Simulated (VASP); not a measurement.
Input of a VASP 6.6.1 run:

File INCAR:

```
SYSTEM = C
ALGO = Normal ; EDIFF = 1E-6
ENCUT = 520 ; GGA = PE
ISIF = 2 ; ISMEAR = -1
LASPH = .TRUE. ; LCHARG = .FALSE.
LREAL = .FALSE. ; LWAVE = .FALSE.
NBANDS = 16 ; NELM = 80
PREC = Accurate ; SIGMA = 0.02
```

File KPOINTS:

```
k-points
0
G
  12 12 6
  0 0 0
```

The input POSCAR:

```
C
1.0
    2.5407433039      0.0000000000      0.0000000000
   -1.2703716519      2.2003482457      0.0000000000
    0.0000000000      0.0000000000      4.1683704913
C
4
Direct
    0.3333333333      0.6666666667      0.0001772581
    0.6666666667      0.3333333333      0.5001772581
    0.3333333333      0.6666666667      0.3748227419
    0.6666666667      0.3333333333      0.8748227419
```

Potentials or basis: VASP PAW PBE potentials, release 64 (C).

The run is started by

```sh
$ cat potpaw_PBE.64/C/POTCAR > POTCAR
$ mpirun -np 1 vasp_std > vasp.out
```

(1) Estimate the largest force.

(2) What does it give for the pressure?

(3) Predict the band gap on the k mesh.

Answers

(1) 0.010 eV/Å.

(2) -7.7 GPa.

(3) 3.42 eV (least direct gap 4.75 eV).

Caveat: the cell differs from its parent crystal (epitaxial xy strain +1.5%); the cell stands under tension.
